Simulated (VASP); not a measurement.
# Ir (Fm-3m) in VASP: further runs

Runs on Ir. Level: PBE. Tasks: electric field gradients.

Everything below comes from runs of VASP 6.6.1. Logs are shortened: lines on timing, memory, paths and dates and some standing lists are left out, and cuts for length are marked.

### Step 1. The cell of the first run

It takes space group Fm-3m (No. 225, cubic). The conventional cell has a = 3.827 Å, b = 3.827 Å, c = 3.827 Å, α = 90.00°, β = 90.00°, γ = 90.00°. Within 3.6 Å of Ir (site symmetry m-3m) lie 12 Ir at 2.71 Å.

### Step 2. Electric field gradients, PBE (volume scaled by 0.99)

INCAR

```
SYSTEM = Ir
PREC = Accurate ; ENCUT = 520
EDIFF = 1E-8 ; ISMEAR = -1
SIGMA = 0.05 ; LREAL = .FALSE.
LASPH = .TRUE. ; NELM = 80
ALGO = Normal ; ISIF = 2
LWAVE = .FALSE. ; LCHARG = .FALSE.
GGA = PE ; LEFG = .TRUE.
NBANDS = 10
```

KPOINTS

```
Automatic mesh
0
G
  15 15 15
  0 0 0
```

POSCAR

```
Ir
1.0
    0.0000000000      1.9132795507      1.9132795507
    1.9132795507      0.0000000000      1.9132795507
    1.9132795507      1.9132795507      0.0000000000
Ir
1
Direct
    0.0000000000      0.0000000000      0.0000000000
```

Potentials or basis: VASP PAW PBE potentials, release 64 (Ir).

Command:

```sh
$ cat potpaw_PBE.64/Ir/POTCAR > POTCAR
$ mpirun -np 1 vasp_std > vasp.out
```

OUTCAR:

```text
SYSTEM = Ir
   PREC = Accurate
   ENCUT = 520
   EDIFF = 1E-8
   ISMEAR = -1
   LREAL = .FALSE.
   LASPH = .TRUE.
   NELM = 80
   ISIF = 2
   GGA = PE

 ion  position               nearest neighbor table
   1  0.000  0.000  0.000-

  LATTYP: Found a face centered cubic cell.
 ALAT       =     3.8265591014

  Lattice vectors:

 A1 = (   0.0000000000,   1.9132795507,   1.9132795507)
 A2 = (   1.9132795507,   0.0000000000,   1.9132795507)
 A3 = (   1.9132795507,   1.9132795507,   0.0000000000)

Analysis of symmetry for initial positions (statically):
=====================================================================
 Subroutine PRICEL returns:
 Original cell was already a primitive cell.

 Routine SETGRP: Setting up the symmetry group for a
 face centered cubic supercell.

 Subroutine GETGRP returns: Found 48 space group operations
[... 9 lines left out ...]

 Routine SETGRP: Setting up the symmetry group for a
 face centered cubic supercell.

 Subroutine GETGRP returns: Found 48 space group operations
 (whereof 48 operations were pure point group operations)
 out of a pool of 48 trial point group operations.

The dynamic configuration has the point symmetry O_h .

 Subroutine INISYM returns: Found 48 space group operations
 (whereof 48 operations are pure point group operations),
 and found     1 'primitive' translations

----------------------------------------------------------------------------------------

                                     Primitive cell

  volume of cell :      14.0077

  direct lattice vectors                    reciprocal lattice vectors
     0.000000000  1.913279551  1.913279551    -0.261331388  0.261331388  0.261331388
     1.913279551  0.000000000  1.913279551     0.261331388 -0.261331388  0.261331388
     1.913279551  1.913279551  0.000000000     0.261331388  0.261331388 -0.261331388

  length of vectors
     2.705785889  2.705785889  2.705785889     0.452639241  0.452639241  0.452639241

  position of ions in fractional coordinates (direct lattice)
     0.000000000  0.000000000  0.000000000

  ion indices of the primitive-cell ions
   primitive index   ion index
                 1           1

----------------------------------------------------------------------------------------

 KPOINTS: Automatic mesh

Automatic generation of k-mesh.
 Grid dimensions read from file:
 generate k-points for:   15   15   15

 Generating k-lattice:

  Cartesian coordinates                     Fractional coordinates (reciprocal lattice)
    -0.017422093  0.017422093  0.017422093     0.066666667  0.000000000  0.000000000
     0.017422093 -0.017422093  0.017422093     0.000000000  0.066666667  0.000000000
     0.017422093  0.017422093 -0.017422093     0.000000000  0.000000000  0.066666667

  Length of vectors
     0.030175949  0.030175949  0.030175949

  Shift w.r.t. Gamma in fractional coordinates (k-lattice)
     0.000000000  0.000000000  0.000000000

 Subroutine IBZKPT returns following result:
 ===========================================

 Found    120 irreducible k-points:

 Following reciprocal coordinates:
            Coordinates               Weight
  0.000000  0.000000  0.000000      1.000000
  0.066667  0.000000  0.000000      8.000000
  0.133333  0.000000  0.000000      8.000000
  0.200000  0.000000  0.000000      8.000000
  0.266667  0.000000  0.000000      8.000000
  0.333333  0.000000  0.000000      8.000000
[... 16 lines left out ...]
  0.133333  0.133333  0.000000      6.000000
  0.200000  0.133333  0.000000     24.000000
 [... further k-points ...]
   k-points           NKPTS =    120   k-points in BZ     NKDIM =    120   number of bands    NBANDS=     10
   number of dos      NEDOS =    301   number of ions     NIONS =      1
   total plane-waves  NPLWV =   8000
   dimension x,y,z NGX =    20 NGY =   20 NGZ =   20
   dimension x,y,z NGXF=    40 NGYF=   40 NGZF=   40
   ions per type =               1
   NGX,Y,Z   is equivalent  to a cutoff of  12.29, 12.29, 12.29 a.u.
   NGXF,Y,Z  is equivalent  to a cutoff of  24.58, 24.58, 24.58 a.u.
 SYSTEM =  Ir
   PREC   = accura    normal or accurate (medium, high low for compatibility)
   ISTART =      0    job   : 0-new  1-cont  2-samecut
   ICHARG =      2    charge: 1-file 2-atom 10-const
   ISPIN  =      1    spin polarized calculation?
   LNONCOLLINEAR =      F non collinear calculations
   LSORBIT =      F    spin-orbit coupling
   LASPH  =      T    aspherical Exc in radial PAW
   ENCUT  =  520.0 eV  38.22 Ry    6.18 a.u.   5.03  5.03  5.03*2*pi/ulx,y,z
   NELM   =     80;   NELMIN=  2; NELMDL= -5     # of ELM steps
   EDIFF  = 0.1E-07   stopping-criterion for ELM
   LREAL  =      F    real-space projection
   EDIFFG = 0.1E-06   stopping-criterion for IOM
   NSW    =      0    number of steps for IOM
   IBRION =     -1    ionic relax: 0-MD 1-quasi-New 2-CG
   NFREE  =      0    steps in history (QN), initial steepest desc. (CG)
   ISIF   =      2    stress and relaxation
   ISYM   =      2    0-nonsym 1-usesym 2-fastsym
   POTIM  = 0.5000    time-step for ionic-motion
   TEBEG  =    0.0;   TEEND  =   0.0 temperature during run
   PSTRESS=    0.0 pullay stress
   NELECT =       9.0000    total number of electrons
   NUPDOWN=      -1.0000    fix difference up-down
   EMIN   =  10.00;   EMAX   =-10.00  energy-range for DOS
   EFERMI =   0.00;   METHOD = LEGACY
   ISMEAR =    -1;   SIGMA  =   0.05  broadening in eV -4-tet -1-fermi 0-gaus
   EFERMI_NEDOS =   21; number of points for ismear=-14 and -15
   IALGO  =     38    algorithm
   IMIX   =      4    mixing-type and parameters
     AMIX     =   0.40;   BMIX     =  1.00
     AMIX_MAG =   1.60;   BMIX_MAG =  1.00
  volume/ion in A,a.u.               =      14.01        94.53
  Fermi-wavevector in a.u.,A,eV,Ry     =   1.412648  2.669517 27.151431  1.995574
  Thomas-Fermi vector in A             =   2.534375
   LORBIT       =      0    0 simple, 1 ext, 2 COOP (PROOUT), +10 PAW based schemes
   GGA     = PE    functional components
   LHFCALC =     F    Hartree Fock is set to
   AEXX    =    0.0000 exact exchange contribution
   IVDW    =     0    specifies the selected vdW correction
   LEPSILON=     F    determine dielectric tensor
   LRPA    =     F    only Hartree local field effects (RPA)
 non-spin polarized calculation
  energy-cutoff  :      520.00
  volume of cell :       14.01
 maximum number of plane-waves:       388
   NGX =  9   NGY =  9   NGZ =  9

 number of electron       9.0000000 magnetization

 Free energy of the ion-electron system (eV)
  ---------------------------------------------------
  ext. energy  EPLUGINS =         0.00000000
  ---------------------------------------------------
  free energy    TOTEN  =        -8.83837380 eV

  energy without entropy =       -8.83048021  energy(sigma->0) =       -8.83442700

 E-fermi :  10.6320     XC(G=0): -14.0477

 val. band max:       10.6046748497   @ k =  -0.4000   0.4667   0.0667
 cond. band min:      10.6385486108   @ k =  -0.3333   0.2667   0.0667
 fundamental gap:      0.0338737610
 Fermi energy:        10.6319718595

 k-point     1 :       0.0000    0.0000    0.0000
  band No.  band energies     occupation
      1      -0.6474      2.00000
      2       6.6331      2.00000
      3       6.6331      2.00000
      4       6.6331      2.00000
      5       9.3649      2.00000
      6       9.3649      2.00000
      7      24.8844      0.00000
      8      30.5310      0.00000
      9      30.5310      0.00000
     10      30.5310      0.00000

 k-point     2 :       0.0667    0.0000    0.0000
  band No.  band energies     occupation
      1      -0.4479      2.00000
      2       6.5264      2.00000
      3       6.7197      2.00000
      4       6.7197      2.00000
      5       9.3090      2.00000
      6       9.3090      2.00000
      7      25.2304      0.00000
      8      29.5142      0.00000
      9      30.8610      0.00000
     10      30.8610      0.00000

 k-point     3 :       0.1333    0.0000    0.0000
  band No.  band energies     occupation
      1       0.1197      2.00000
      2       6.2735      2.00000
      3       6.9294      2.00000
      4       6.9294      2.00000
      5       9.2098      2.00000
      6       9.2098      2.00000
      7      26.1320      0.00000
      8      27.7076      0.00000
      9      31.8074      0.00000
     10      31.8074      0.00000
[... 248 lines left out ...]
 k-point    23 :       0.1333    0.1333    0.0000
  band No.  band energies     occupation
      1       0.3825      2.00000
      2       5.8879      2.00000
      3       7.2324      2.00000
      4       7.2324      2.00000
      5       8.5094      2.00000
      6       9.6723      2.00000
      7      26.6529      0.00000
      8      28.8454      0.00000
      9      30.7575      0.00000
     10      30.7575      0.00000

 k-point    24 :       0.2000    0.1333    0.0000
  band No.  band energies     occupation
      1       1.0187      2.00000
      2       5.5654      2.00000
      3       7.4259      2.00000
      4       7.5266      2.00000
      5       8.3304      2.00000
      6       9.8386      2.00000
      7      27.6252      0.00000
      8      27.7255      0.00000
      9      30.8604      0.00000
     10      31.3856      0.00000

 [... further k-points ...]
[... 5 lines left out ...]
  --------------------------------------------------------------------------------------
  -------------------------------------------------------------------------------------
  Total        1.1913665      1.1913665      1.1913665      0.0000000     -0.0000000      0.0000000
  in kB      136.2669978    136.2669978    136.2669978      0.0000000     -0.0000000      0.0000000
  external PRESSURE =     136.2669978 kB  Pullay stress =       0.0000000 kB

 VOLUME and BASIS-vectors are now :
 -----------------------------------------------------------------------------
  energy-cutoff  :      520.00
  volume of cell :       14.01
      direct lattice vectors                 reciprocal lattice vectors
     0.000000000  1.913279551  1.913279551    -0.261331388  0.261331388  0.261331388
     1.913279551  0.000000000  1.913279551     0.261331388 -0.261331388  0.261331388
     1.913279551  1.913279551  0.000000000     0.261331388  0.261331388 -0.261331388

 POSITION                                       TOTAL-FORCE (eV/Angst)
 -----------------------------------------------------------------------------------
      0.00000      0.00000      0.00000        -0.000000     -0.000000      0.000000
 -----------------------------------------------------------------------------------
    total drift:                               -0.000000     -0.000000     -0.000000

  FREE ENERGIE OF THE ION-ELECTRON SYSTEM (eV)
  ---------------------------------------------------
  free  energy   TOTEN  =        -8.8383737954 eV

  energy  without entropy=       -8.8304802063  energy(sigma->0) =       -8.83442700

 Electric field gradients (V/A^2)
---------------------------------------------------------------------
 ion       V_xx      V_yy      V_zz      V_xy      V_xz      V_yz
---------------------------------------------------------------------
   1       0.000     0.000    -0.000     0.000     0.000     0.000
---------------------------------------------------------------------

 Electric field gradients after diagonalization (V/A^2)
 (convention: |V_zz| > |V_xx| > |V_yy|)
----------------------------------------------------------------------
 ion       V_xx      V_yy      V_zz     asymmetry (V_yy - V_xx)/ V_zz
----------------------------------------------------------------------
   1      -0.000    -0.000     0.000       0.000
----------------------------------------------------------------------

           NMR quadrupolar parameters

 Cq : quadrupolar parameter    Cq=e*Q*V_zz/h
 eta: asymmetry parameters     (V_yy - V_xx)/ V_zz
 Q  : nuclear electric quadrupole moment in mb (millibarn)
----------------------------------------------------------------------
 ion       Cq(MHz)       eta       Q (mb)
----------------------------------------------------------------------
   1       0.000       0.000       1.000
----------------------------------------------------------------------
```

Wall time 12 s (1 thread of AMD EPYC 7R13 (Zen 3), shared host); peak memory 0.11 GiB.

What came out:

```
Free energy : -8.8384 eV
Pressure    : 13.6 GPa
```

Caveat: without QUAD_EFG the Cq values of the log hold for a quadrupole moment of 1 mb, not for the nuclei; spin-orbit coupling is left out, which moves the levels of the heavy elements.

### Step 3. Electric field gradients, PBE (volume scaled by 0.99)

INCAR

```
PREC = Accurate ; ENCUT = 520
EDIFF = 1E-8 ; ISMEAR = -1
SIGMA = 0.05 ; LREAL = False
LASPH = True ; NELM = 100
ALGO = Normal ; ISIF = 2
LWAVE = False ; LCHARG = False
GGA = PE ; LEFG = True
NBANDS = 10
```

KPOINTS

```
Automatic mesh
0
Gamma
  15 15 15
```

POSCAR is that of step 2.

Potentials or basis: VASP PAW PBE potentials, release 64 (Ir).

Command:

```sh
$ cat potpaw_PBE.64/Ir/POTCAR > POTCAR
$ mpirun -np 1 vasp_std > vasp.out
```

OUTCAR:

```text
PREC = Accurate
   ENCUT = 520
   EDIFF = 1E-8
   ISMEAR = -1
   LREAL = False
   LASPH = True
   NELM = 100
   ISIF = 2
   GGA = PE

 ion  position               nearest neighbor table
   1  0.000  0.000  0.000-

  LATTYP: Found a face centered cubic cell.
 ALAT       =     3.8265591014

  Lattice vectors:

 A1 = (   0.0000000000,   1.9132795507,   1.9132795507)
 A2 = (   1.9132795507,   0.0000000000,   1.9132795507)
 A3 = (   1.9132795507,   1.9132795507,   0.0000000000)

Analysis of symmetry for initial positions (statically):
=====================================================================
 Subroutine PRICEL returns:
 Original cell was already a primitive cell.

 Routine SETGRP: Setting up the symmetry group for a
 face centered cubic supercell.

 Subroutine GETGRP returns: Found 48 space group operations
[... 9 lines left out ...]

 Routine SETGRP: Setting up the symmetry group for a
 face centered cubic supercell.

 Subroutine GETGRP returns: Found 48 space group operations
 (whereof 48 operations were pure point group operations)
 out of a pool of 48 trial point group operations.

The dynamic configuration has the point symmetry O_h .

 Subroutine INISYM returns: Found 48 space group operations
 (whereof 48 operations are pure point group operations),
 and found     1 'primitive' translations

----------------------------------------------------------------------------------------

                                     Primitive cell

  volume of cell :      14.0077
[... 137 lines left out ...]
 cond. band min:      10.6385486108   @ k =  -0.3333   0.2667   0.0667
 fundamental gap:      0.0338737610
 Fermi energy:        10.6319718595

 k-point     1 :       0.0000    0.0000    0.0000
  band No.  band energies     occupation
      1      -0.6474      2.00000
      2       6.6331      2.00000
      3       6.6331      2.00000
      4       6.6331      2.00000
      5       9.3649      2.00000
      6       9.3649      2.00000
      7      24.8844      0.00000
      8      30.5310      0.00000
      9      30.5310      0.00000
     10      30.5310      0.00000
[... 287 lines left out ...]
 k-point    24 :       0.2000    0.1333    0.0000
  band No.  band energies     occupation
      1       1.0187      2.00000
      2       5.5654      2.00000
      3       7.4259      2.00000
      4       7.5266      2.00000
      5       8.3304      2.00000
      6       9.8386      2.00000
      7      27.6252      0.00000
      8      27.7255      0.00000
      9      30.8604      0.00000
     10      31.3856      0.00000

 [... further k-points ...]
[... 5 lines left out ...]
  --------------------------------------------------------------------------------------
  -------------------------------------------------------------------------------------
  Total        1.1913665      1.1913665      1.1913665      0.0000000     -0.0000000      0.0000000
  in kB      136.2669978    136.2669978    136.2669978      0.0000000     -0.0000000      0.0000000
  external PRESSURE =     136.2669978 kB  Pullay stress =       0.0000000 kB

 VOLUME and BASIS-vectors are now :
 -----------------------------------------------------------------------------
  energy-cutoff  :      520.00
  volume of cell :       14.01
      direct lattice vectors                 reciprocal lattice vectors
     0.000000000  1.913279551  1.913279551    -0.261331388  0.261331388  0.261331388
     1.913279551  0.000000000  1.913279551     0.261331388 -0.261331388  0.261331388
     1.913279551  1.913279551  0.000000000     0.261331388  0.261331388 -0.261331388

 POSITION                                       TOTAL-FORCE (eV/Angst)
 -----------------------------------------------------------------------------------
      0.00000      0.00000      0.00000        -0.000000     -0.000000      0.000000
 -----------------------------------------------------------------------------------
    total drift:                               -0.000000     -0.000000     -0.000000

  FREE ENERGIE OF THE ION-ELECTRON SYSTEM (eV)
  ---------------------------------------------------
  free  energy   TOTEN  =        -8.8383737954 eV

  energy  without entropy=       -8.8304802063  energy(sigma->0) =       -8.83442700

 Electric field gradients (V/A^2)
---------------------------------------------------------------------
 ion       V_xx      V_yy      V_zz      V_xy      V_xz      V_yz
---------------------------------------------------------------------
   1       0.000     0.000    -0.000     0.000     0.000     0.000
---------------------------------------------------------------------

 Electric field gradients after diagonalization (V/A^2)
 (convention: |V_zz| > |V_xx| > |V_yy|)
----------------------------------------------------------------------
 ion       V_xx      V_yy      V_zz     asymmetry (V_yy - V_xx)/ V_zz
----------------------------------------------------------------------
   1      -0.000    -0.000     0.000       0.000
----------------------------------------------------------------------

           NMR quadrupolar parameters

 Cq : quadrupolar parameter    Cq=e*Q*V_zz/h
 eta: asymmetry parameters     (V_yy - V_xx)/ V_zz
 Q  : nuclear electric quadrupole moment in mb (millibarn)
----------------------------------------------------------------------
 ion       Cq(MHz)       eta       Q (mb)
----------------------------------------------------------------------
   1       0.000       0.000       1.000
----------------------------------------------------------------------
```

stdout:

```text
POSCAR found type information on POSCAR Ir
 POSCAR found :  1 types and       1 ions
 scaLAPACK will be used
 LDA part: xc-table for (Slater+PW92), standard interpolation
 POSCAR, INCAR and KPOINTS ok, starting setup
 FFT: planning ... GRIDC
 FFT: planning ... GRID_SOFT
 FFT: planning ... GRID
 WAVECAR not read
 entering main loop
ion   1
```

It took 13 s on 1 thread of AMD EPYC 7R13 (Zen 3), shared host; peak memory 0.11 GiB.

Results:

* Free energy: -8.8384 eV
* Pressure: 13.6 GPa

Caveat: without QUAD_EFG the Cq values of the log hold for a quadrupole moment of 1 mb, not for the nuclei; spin-orbit coupling is left out, which moves the levels of the heavy elements.
